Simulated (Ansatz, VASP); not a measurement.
## CoSn: VASP beside Ansatz

```xyz
6
Lattice="5.2874 0.0000 0.0000 -2.6437 4.5790 0.0000 0.0000 0.0000 4.2572" Properties=species:S:1:pos:R:3 pbc="T T T"
Co   -1.3219    2.2895    0.0000
Co    1.3219    2.2895    0.0000
Co    2.6437    0.0000    0.0000
Sn    2.6437    1.5263    2.1286
Sn    0.0000    3.0527    2.1286
Sn    0.0000    0.0000    0.0000
```

Alike in both runs: functional PBE; k mesh 9 × 9 × 8; occupations fermi-dirac, width 0.15 eV; no spin polarisation.

Ansatz relaxed the structure, and its values are those at the end. VASP's run is a single point on that final structure, the one shown.

```csv
,VASP,Ansatz
version,VASP 6.6.1,Ansatz 0.2.0
potentials or method,"VASP PAW PBE potentials, release 64 (Co, Sn_d), cutoff 520 eV","scalar-relativistic, plane waves, PAW"
valence electrons in the cell,69,93
```

Ansatz gave:

```
gap on the k mesh at the Fermi level (eV) : none
pressure (GPa)                            : 0.0
```

Q: Which values does VASP return?

A: gap on the k mesh at the Fermi level (eV): none; pressure (GPa): -0.1.

A gap of «none» marks a metal or a gap that the smearing closes. VASP's potentials hold 69 valence electrons a cell and Ansatz's 93, so a difference there can come from the potentials and not from the codes.
